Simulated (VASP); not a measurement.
GaP, 2 atoms in the cell. Symmetry: I-4m2, No. 119, tetragonal system. The conventional cell has a = 3.734 Å, b = 3.734 Å, c = 5.808 Å, α = 90.00°, β = 90.00°, γ = 90.00°. Ga (site symmetry -4m2) has 4 P at 2.37 Å within 3.1 Å. P (site symmetry -4m2) has 4 Ga at 2.37 Å within 3.1 Å.  This cell differs from its parent crystal: ratio of the length along z to the lengths across it x 1.1, volume and fractional coordinates fixed.

- Program: VASP 6.6.1
- Task: single point
- Functional: PBE
- Potentials or basis: VASP PAW PBE potentials, release 64 (Ga_d, P)
- Cutoff: 520 eV
- k mesh: 10 × 10 × 10
- Occupations: gaussian, width 0.05 eV
- Spin: no spin polarisation
- Dipole correction: no
- Further INCAR settings: ALGO = Normal; EDIFF = 1e-06; NBANDS = 16

Potentials or basis: VASP PAW PBE potentials, release 64 (Ga_d, P).

The run is started by

```sh
$ cat potpaw_PBE.64/Ga_d/POTCAR potpaw_PBE.64/P/POTCAR > POTCAR
$ mpirun -np 1 vasp_std > vasp.out
```

Hardware: 1 thread of Intel(R) Xeon(R) 6975P-C (Granite Rapids), on a shared host.

Problem. Estimate the wall time of this run.

Solution. It took 28 s on 1 thread of Intel(R) Xeon(R) 6975P-C (Granite Rapids), on a shared host, peak memory 0.2 GiB. Counts: scf iterations 12, k points 102.
